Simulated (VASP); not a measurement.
Crystal: Ba.

```
Ba
1.0
    -2.03294    2.03294    1.92288
     2.03294   -2.03294    1.92288
     2.03294    2.03294   -1.92288
Ba
1
Direct
  0.00000 0.00000 0.00000
```

```yaml
Program: VASP 6.6.1
Task: relaxation of cell and atoms
Functional: r2SCAN
Potentials_or_basis: VASP PAW PBE potentials, release 64 (Ba_sv)
Cutoff: 600 eV
k_mesh: 8 × 8 × 8
Occupations: gaussian, width 0.1 eV
Spin: no spin polarisation
```

At the start: pressure 16.2 GPa; volume 31.79 Å³/atom.

How do energy, volume and symmetry change on relaxing?

Over 7 steps the energy falls by 1085.2 meV/atom and the volume is 65.45 Å³/atom (+105.9 %); space group I4/mmm (No. 139, to 0.1 Å) before, Im-3m (No. 229, to 0.1 Å).

Step by step:
```
step  energy change (eV)  largest force (eV/Å)  pressure (GPa)  volume (Å³)
   1              0.0000                0.0000           16.19        31.79
   2             -0.9239                0.0000            3.73        48.97
   3             -1.0738                0.0000            0.71        60.68
   4             -1.0828                0.0000            0.06        64.61
   5             -1.0828                0.0000           -0.05        65.43
   6             -1.0837                0.0000           -0.06        65.44
   7             -1.0852                0.0000           -0.06        65.45
```

Final structure:
```yaml
crystal:
  lattice:
    - [-2.55071, 2.55071, 2.51477]
    - [2.55071, -2.55071, 2.51477]
    - [2.55071, 2.55071, -2.51477]
  atoms:
    - { symbol: Ba, position: [0.00000, 0.00000, 0.00000] }
```

Caveat: the volume moved by over 15 % at a fixed basis, so the end points are rough; the PAW data sets were made with another functional, which shifts forces and pressure a little.
